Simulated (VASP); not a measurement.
# Mo4N (P-43m) in VASP: a series of runs

Runs on Mo4N. Level: PBE. Tasks: single point, relaxation of cell and atoms.

All numbers are computed with VASP 6.6.1; they aren't measurements. Logs are shortened: lines on timing, memory, paths and dates and some standing lists are left out, and cuts for length are marked.

**1. The cell of the first run**

Symmetry: P-43m, No. 215, cubic system. Conventional cell: a = 4.209 Å, b = 4.209 Å, c = 4.209 Å, α = 90.00°, β = 90.00°, γ = 90.00°. Within 2.6 Å of Mo (site symmetry 3m) lie 1 N at 1.92 Å. Within 2.6 Å of N (site symmetry -43m) lie 4 Mo at 1.92 Å.

**2. Single point, PBE**

The input, INCAR:

```
SYSTEM = Mo4N
PREC = Accurate
ENCUT = 520
EDIFF = 1E-6
ISMEAR = 0
SIGMA = 0.1
LREAL = .FALSE.
LASPH = .TRUE.
NELM = 80
ALGO = Normal
ISIF = 2
LWAVE = .FALSE.
LCHARG = .TRUE.
GGA = PE
LELF = .TRUE.
LVHAR = .TRUE.
NBANDS = 38
```

The input, KPOINTS:

```
Automatic mesh
0
G
  10 10 10
  0 0 0
```

The input, POSCAR:

```
Mo4N
1.0
    4.2094473060      0.0000000000      0.0000000000
    0.0000000000      4.2094473060      0.0000000000
    0.0000000000      0.0000000000      4.2094473060
Mo N
4 1
Direct
    0.2360462633      0.2360462633      0.2360462633
    0.7639537367      0.7639537367      0.2360462633
    0.7639537367      0.2360462633      0.7639537367
    0.2360462633      0.7639537367      0.7639537367
    0.5000000000      0.5000000000      0.5000000000
```

Potentials or basis: VASP PAW PBE potentials, release 64 (Mo_sv, N).

Launch:

```console
cat potpaw_PBE.64/Mo_sv/POTCAR potpaw_PBE.64/N/POTCAR > POTCAR
mpirun -np 1 vasp_std > vasp.out
```

OUTCAR:

```text
SYSTEM = Mo4N
   PREC = Accurate
   ENCUT = 520
   EDIFF = 1E-6
   ISMEAR = 0
   LREAL = .FALSE.
   LASPH = .TRUE.
   NELM = 80
   ISIF = 2
   GGA = PE

 ion  position               nearest neighbor table
   1  0.236  0.236  0.236-   5 1.92   3 2.81   4 2.81   2 2.81   3 2.98   4 2.98   2 2.98   3 2.98
                             2 2.98   4 2.98   4 3.14   2 3.14   3 3.14
   2  0.764  0.764  0.236-   5 1.92   3 2.81   4 2.81   1 2.81   3 2.98   4 2.98   1 2.98   3 2.98
                             1 2.98   4 2.98   3 3.14   4 3.14   1 3.14
   3  0.764  0.236  0.764-   5 1.92   2 2.81   4 2.81   1 2.81   2 2.98   4 2.98   1 2.98   2 2.98
                             1 2.98   4 2.98   2 3.14   4 3.14   1 3.14
   4  0.236  0.764  0.764-   5 1.92   2 2.81   3 2.81   1 2.81   2 2.98   3 2.98   1 2.98   2 2.98
                             1 2.98   3 2.98   2 3.14   3 3.14   1 3.14
   5  0.500  0.500  0.500-   1 1.92   2 1.92   3 1.92   4 1.92

  LATTYP: Found a simple cubic cell.
 ALAT       =     4.2094473060

  Lattice vectors:

 A1 = (   4.2094473060,   0.0000000000,   0.0000000000)
 A2 = (   0.0000000000,   4.2094473060,   0.0000000000)
 A3 = (   0.0000000000,   0.0000000000,   4.2094473060)

Analysis of symmetry for initial positions (statically):
=====================================================================
 Subroutine PRICEL returns:
 Original cell was already a primitive cell.

 Routine SETGRP: Setting up the symmetry group for a
 simple cubic supercell.

 Subroutine GETGRP returns: Found 24 space group operations
 (whereof 24 operations were pure point group operations)
 out of a pool of 48 trial point group operations.

The static configuration has the point symmetry T_d .

Analysis of symmetry for dynamics (positions and initial velocities):
=====================================================================
 Subroutine PRICEL returns:
 Original cell was already a primitive cell.

 Routine SETGRP: Setting up the symmetry group for a
 simple cubic supercell.

 Subroutine GETGRP returns: Found 24 space group operations
 (whereof 24 operations were pure point group operations)
 out of a pool of 48 trial point group operations.

The dynamic configuration has the point symmetry T_d .

 Subroutine INISYM returns: Found 24 space group operations
 (whereof 24 operations are pure point group operations),
 and found     1 'primitive' translations

----------------------------------------------------------------------------------------

                                     Primitive cell

  volume of cell :      74.5891

  direct lattice vectors                    reciprocal lattice vectors
     4.209447306  0.000000000  0.000000000     0.237560878  0.000000000  0.000000000
     0.000000000  4.209447306  0.000000000     0.000000000  0.237560878  0.000000000
     0.000000000  0.000000000  4.209447306     0.000000000  0.000000000  0.237560878

  length of vectors
     4.209447306  4.209447306  4.209447306     0.237560878  0.237560878  0.237560878

  position of ions in fractional coordinates (direct lattice)
     0.236046263  0.236046263  0.236046263
     0.763953737  0.763953737  0.236046263
     0.763953737  0.236046263  0.763953737
     0.236046263  0.763953737  0.763953737
     0.500000000  0.500000000  0.500000000

  ion indices of the primitive-cell ions
   primitive index   ion index
                 1           1
                 2           2
                 3           3
                 4           4
                 5           5

----------------------------------------------------------------------------------------

 KPOINTS: Automatic mesh

Automatic generation of k-mesh.
 Grid dimensions read from file:
 generate k-points for:   10   10   10

 Generating k-lattice:

  Cartesian coordinates                     Fractional coordinates (reciprocal lattice)
     0.023756088  0.000000000  0.000000000     0.100000000  0.000000000  0.000000000
     0.000000000  0.023756088  0.000000000     0.000000000  0.100000000  0.000000000
     0.000000000  0.000000000  0.023756088     0.000000000  0.000000000  0.100000000

  Length of vectors
     0.023756088  0.023756088  0.023756088

  Shift w.r.t. Gamma in fractional coordinates (k-lattice)
     0.000000000  0.000000000  0.000000000

 Subroutine IBZKPT returns following result:
 ===========================================

 Found     56 irreducible k-points:

 Following reciprocal coordinates:
            Coordinates               Weight
  0.000000  0.000000  0.000000      1.000000
  0.100000  0.000000  0.000000      6.000000
  0.200000  0.000000  0.000000      6.000000
  0.300000  0.000000  0.000000      6.000000
  0.400000  0.000000  0.000000      6.000000
  0.500000  0.000000  0.000000      3.000000
[... 16 lines left out ...]
  0.200000  0.100000  0.100000     24.000000
  0.300000  0.100000  0.100000     24.000000
 [... further k-points ...]
   k-points           NKPTS =     56   k-points in BZ     NKDIM =     56   number of bands    NBANDS=     38
   number of dos      NEDOS =    301   number of ions     NIONS =      5
   total plane-waves  NPLWV =  32768
   dimension x,y,z NGX =    32 NGY =   32 NGZ =   32
   dimension x,y,z NGXF=    64 NGYF=   64 NGZF=   64
   ions per type =               4   1
   NGX,Y,Z   is equivalent  to a cutoff of  12.64, 12.64, 12.64 a.u.
   NGXF,Y,Z  is equivalent  to a cutoff of  25.28, 25.28, 25.28 a.u.
 SYSTEM =  Mo4N
   PREC   = accura    normal or accurate (medium, high low for compatibility)
   ISTART =      0    job   : 0-new  1-cont  2-samecut
   ICHARG =      2    charge: 1-file 2-atom 10-const
   ISPIN  =      1    spin polarized calculation?
   LNONCOLLINEAR =      F non collinear calculations
   LSORBIT =      F    spin-orbit coupling
   LASPH  =      T    aspherical Exc in radial PAW
   ENCUT  =  520.0 eV  38.22 Ry    6.18 a.u.   7.83  7.83  7.83*2*pi/ulx,y,z
   NELM   =     80;   NELMIN=  2; NELMDL= -5     # of ELM steps
   EDIFF  = 0.1E-05   stopping-criterion for ELM
   LREAL  =      F    real-space projection
   EDIFFG = 0.1E-04   stopping-criterion for IOM
   NSW    =      0    number of steps for IOM
   IBRION =     -1    ionic relax: 0-MD 1-quasi-New 2-CG
   NFREE  =      0    steps in history (QN), initial steepest desc. (CG)
   ISIF   =      2    stress and relaxation
   ISYM   =      2    0-nonsym 1-usesym 2-fastsym
   POTIM  = 0.5000    time-step for ionic-motion
   TEBEG  =    0.0;   TEEND  =   0.0 temperature during run
   PSTRESS=    0.0 pullay stress
   NELECT =      61.0000    total number of electrons
   NUPDOWN=      -1.0000    fix difference up-down
   EMIN   =  10.00;   EMAX   =-10.00  energy-range for DOS
   EFERMI =   0.00;   METHOD = LEGACY
   ISMEAR =     0;   SIGMA  =   0.10  broadening in eV -4-tet -1-fermi 0-gaus
   EFERMI_NEDOS =   21; number of points for ismear=-14 and -15
   IALGO  =     38    algorithm
   IMIX   =      4    mixing-type and parameters
     AMIX     =   0.40;   BMIX     =  1.00
     AMIX_MAG =   1.60;   BMIX_MAG =  1.00
  volume/ion in A,a.u.               =      14.92       100.67
  Fermi-wavevector in a.u.,A,eV,Ry     =   1.530945  2.893067 31.889250  2.343794
  Thomas-Fermi vector in A             =   2.638358
   LORBIT       =      0    0 simple, 1 ext, 2 COOP (PROOUT), +10 PAW based schemes
   GGA     = PE    functional components
   LHFCALC =     F    Hartree Fock is set to
   AEXX    =    0.0000 exact exchange contribution
   IVDW    =     0    specifies the selected vdW correction
   LEPSILON=     F    determine dielectric tensor
   LRPA    =     F    only Hartree local field effects (RPA)
 non-spin polarized calculation
 Gauss-broadening in eV      SIGMA  =   0.10
  energy-cutoff  :      520.00
  volume of cell :       74.59
 maximum number of plane-waves:      2040
 NGX is ok and might be reduce to    32
   NGX = 15   NGY = 15   NGZ = 15

 number of electron      61.0000007 magnetization

 Free energy of the ion-electron system (eV)
  ---------------------------------------------------
  ext. energy  EPLUGINS =         0.00000000
  ---------------------------------------------------
  free energy    TOTEN  =       -50.34746439 eV

  energy without entropy =      -50.31603959  energy(sigma->0) =      -50.33175199

 E-fermi :  10.8660     XC(G=0): -12.8383

 val. band max:       10.8649415382   @ k =   0.5000   0.2000   0.2000
 cond. band min:      10.8702690513   @ k =   0.5000   0.4000   0.1000
 fundamental gap:      0.0053275130
 Fermi energy:        10.8659800388

 k-point     1 :       0.0000    0.0000    0.0000
  band No.  band energies     occupation
      1     -50.2841      2.00000
      2     -50.1007      2.00000
      3     -50.1007      2.00000
      4     -50.1007      2.00000
      5     -25.0715      2.00000
      6     -24.5831      2.00000
[... 30 lines left out ...]
     37      13.9391      0.00000
     38      14.2191      0.00000

 k-point     2 :       0.1000    0.0000    0.0000
  band No.  band energies     occupation
      1     -50.2800      2.00000
      2     -50.1049      2.00000
      3     -50.1007      2.00000
      4     -50.1007      2.00000
      5     -25.0542      2.00000
      6     -24.5725      2.00000
[... 30 lines left out ...]
     37      13.5971      0.00000
     38      14.1546      0.00000

 k-point     3 :       0.2000    0.0000    0.0000
  band No.  band energies     occupation
      1     -50.2683      2.00000
      2     -50.1168      2.00000
      3     -50.1006      2.00000
      4     -50.1006      2.00000
      5     -25.0042      2.00000
      6     -24.5422      2.00000
[... 30 lines left out ...]
     37      13.4567      0.00000
     38      14.0108      0.00000

 k-point     4 :       0.3000    0.0000    0.0000
  band No.  band energies     occupation
      1     -50.2506      2.00000
      2     -50.1347      2.00000
      3     -50.1005      2.00000
      4     -50.1005      2.00000
      5     -24.9273      2.00000
      6     -24.5017      2.00000
[... 30 lines left out ...]
     37      13.2535      0.00000
     38      13.9113      0.00000
[... 703 lines left out ...]
      4     -50.1044      2.00000
      5     -25.0231      2.00000
      6     -24.5501      2.00000
[... 30 lines left out ...]
     37      13.4632      0.00000
     38      14.0408      0.00000

 k-point    23 :       0.2000    0.1000    0.1000
  band No.  band energies     occupation
      1     -50.2609      2.00000
      2     -50.1161      2.00000
      3     -50.1049      2.00000
      4     -50.1043      2.00000
      5     -24.9799      2.00000
      6     -24.5284      2.00000
[... 30 lines left out ...]
     37      13.4395      0.00000
     38      13.9494      0.00000

 k-point    24 :       0.3000    0.1000    0.1000
  band No.  band energies     occupation
      1     -50.2440      2.00000
      2     -50.1332      2.00000
      3     -50.1048      2.00000
      4     -50.1042      2.00000
      5     -24.9139      2.00000
      6     -24.5154      2.00000
[... 30 lines left out ...]
     37      13.3271      0.00000
     38      13.8126      0.00000

 [... further k-points ...]
[... 5 lines left out ...]
  --------------------------------------------------------------------------------------
  -------------------------------------------------------------------------------------
  Total        0.1796321      0.1796321      0.1796321      0.0000000      0.0000000      0.0000000
  in kB        3.8585079      3.8585079      3.8585079      0.0000000      0.0000000      0.0000000
  external PRESSURE =       3.8585079 kB  Pullay stress =       0.0000000 kB

 VOLUME and BASIS-vectors are now :
 -----------------------------------------------------------------------------
  energy-cutoff  :      520.00
  volume of cell :       74.59
      direct lattice vectors                 reciprocal lattice vectors
     4.209447306  0.000000000  0.000000000     0.237560878  0.000000000  0.000000000
     0.000000000  4.209447306  0.000000000     0.000000000  0.237560878  0.000000000
     0.000000000  0.000000000  4.209447306     0.000000000  0.000000000  0.237560878

 POSITION                                       TOTAL-FORCE (eV/Angst)
 -----------------------------------------------------------------------------------
      0.99362      0.99362      0.99362        -0.007884     -0.007884     -0.007884
      3.21582      3.21582      0.99362         0.007884      0.007884     -0.007884
      3.21582      0.99362      3.21582         0.007884     -0.007884      0.007884
      0.99362      3.21582      3.21582        -0.007884      0.007884      0.007884
      2.10472      2.10472      2.10472         0.000000     -0.000000     -0.000000
 -----------------------------------------------------------------------------------
    total drift:                               -0.000000     -0.000000     -0.000000

  FREE ENERGIE OF THE ION-ELECTRON SYSTEM (eV)
  ---------------------------------------------------
  free  energy   TOTEN  =       -50.3474643906 eV

  energy  without entropy=      -50.3160395941  energy(sigma->0) =      -50.33175199
```

Run time: 83 s. Hardware: 1 thread of Intel Xeon Platinum 8375C at 2.90GHz (Ice Lake), shared host; peak memory 0.24 GiB.

Results:

| Property | Result |
| --- | --- |
| Free energy | -50.3475 eV |
| Pressure | 0.4 GPa |
| Largest force | 0.014 eV/Å |

Forces on the atoms (eV/Å):
```
Mo  -0.008 -0.008 -0.008
Mo   0.008  0.008 -0.008
Mo   0.008 -0.008  0.008
Mo  -0.008  0.008  0.008
N    0.000  0.000  0.000
```

Levels at points of the mesh, in eV from the Fermi level:
| k point | band 27 | band 28 | band 29 | band 30 | band 31 | band 32 | band 33 | band 34 | band 35 | band 36 |
| --- | --- | --- | --- | --- | --- | --- | --- | --- | --- | --- |
| (0.00, 0.00, 0.00) | -1.52 | 0.83 | 0.83 | 0.96 | 0.96 | 0.96 | 2.76 | 2.76 | 2.76 | 3.07 |
| (0.50, 0.00, 0.00) | -2.08 | -1.88 | -1.34 | -0.24 | 0.16 | 0.16 | 0.82 | 0.82 | 1.40 | 1.63 |
| (0.50, 0.50, 0.00) | -1.65 | -1.65 | -1.27 | -1.27 | -0.09 | -0.07 | -0.07 | -0.06 | 0.88 | 1.51 |
| (0.50, 0.50, 0.50) | -0.96 | -0.96 | -0.96 | 0.10 | 0.10 | 0.10 | 1.98 | 1.98 | 1.98 | 2.84 |

**3. Single point, PBE, collinear spin, ferromagnetic start**

The input, INCAR:

```
SYSTEM = Mo4N
PREC     = Accurate       ! precision mode
ENCUT    = 520            ! plane-wave cutoff, eV
EDIFF    = 1E-6           ! SCF threshold, eV
ISMEAR   = 0              ! smearing method
SIGMA    = 0.1            ! smearing width, eV
LREAL    = .FALSE.        ! projectors in reciprocal space
LASPH    = .TRUE.         ! aspherical terms in the spheres
NELM     = 150            ! most SCF steps
ALGO     = Normal         ! electronic algorithm
ISIF     = 2              ! what is computed and relaxed
LWAVE    = .FALSE.        ! write WAVECAR
LCHARG   = .TRUE.         ! write CHGCAR
ISPIN    = 2              ! spin polarisation
MAGMOM   = 1 1 1 1 0      ! initial moments
LORBIT   = 11             ! projections on sites
LMAXMIX  = 4              ! l up to which the mixer works
GGA      = PE             ! functional
LELF     = .TRUE.         ! ELF
LVHAR    = .TRUE.       
NBANDS   = 42             ! bands
```

The input, KPOINTS:

```
regular mesh
0
G
  4 4 4
  0 0 0
```

The input, POSCAR:

```
Mo4N
1.0
    4.2104072327      0.0000000000      0.0000000000
    0.0000000000      4.2104072327      0.0000000000
    0.0000000000      0.0000000000      4.2104072327
Mo N
4 1
Direct
    0.2370525491      0.2370525491      0.2370525491
    0.7629474509      0.7629474509      0.2370525491
    0.7629474509      0.2370525491      0.7629474509
    0.2370525491      0.7629474509      0.7629474509
    0.5000000000      0.5000000000      0.5000000000
```

Potentials or basis: VASP PAW PBE potentials, release 64 (Mo_sv, N).

Launch:

```console
cat potpaw_PBE.64/Mo_sv/POTCAR potpaw_PBE.64/N/POTCAR > POTCAR
mpirun -np 1 vasp_std > vasp.out
```

Run time: 41 s. Hardware: 1 thread of Intel Xeon Platinum 8375C at 2.90GHz (Ice Lake), shared host; peak memory 0.21 GiB.

The run converged. Its results:

```
Free energy                                           : -50.3328 eV
Pressure                                              : 0.4 GPa
Largest force                                         : 0.040 eV/Å
Net moment                                            : 0.00 μB per cell
Valence electrons inside the program's atomic spheres : Mo 12.43; N 3.85
```

Forces on the atoms (eV/Å):
```
Mo  -0.023 -0.023 -0.023
Mo   0.023  0.023 -0.023
Mo   0.023 -0.023  0.023
Mo  -0.023  0.023  0.023
N    0.000  0.000  0.000
```

Levels at points of the mesh, in eV from the Fermi level:
Spin up:
| k point | band 27 | band 28 | band 29 | band 30 | band 31 | band 32 | band 33 | band 34 |
| --- | --- | --- | --- | --- | --- | --- | --- | --- |
| (0.00, 0.00, 0.00) | -1.49 | 0.85 | 0.85 | 0.99 | 0.99 | 0.99 | 2.76 | 2.76 |
| (0.50, 0.00, 0.00) | -2.06 | -1.90 | -1.29 | -0.29 | 0.20 | 0.20 | 0.81 | 0.81 |
| (0.50, 0.50, 0.00) | -1.66 | -1.66 | -1.25 | -1.25 | -0.09 | -0.05 | -0.05 | -0.03 |
| (0.50, 0.50, 0.50) | -0.96 | -0.96 | -0.96 | 0.11 | 0.11 | 0.11 | 1.97 | 1.97 |
Spin down:
| k point | band 28 | band 29 | band 30 | band 31 | band 32 | band 33 |
| --- | --- | --- | --- | --- | --- | --- |
| (0.00, 0.00, 0.00) | 0.85 | 0.85 | 0.99 | 0.99 | 0.99 | 2.76 |
| (0.50, 0.00, 0.00) | -1.90 | -1.29 | -0.29 | 0.20 | 0.20 | 0.81 |
| (0.50, 0.50, 0.00) | -1.66 | -1.25 | -1.25 | -0.09 | -0.05 | -0.05 |
| (0.50, 0.50, 0.50) | -0.96 | -0.96 | 0.11 | 0.11 | 0.11 | 1.97 |

Caveat: the k points lie up to 0.37 Å⁻¹ apart.

(Part 1 of 2 ends here.)
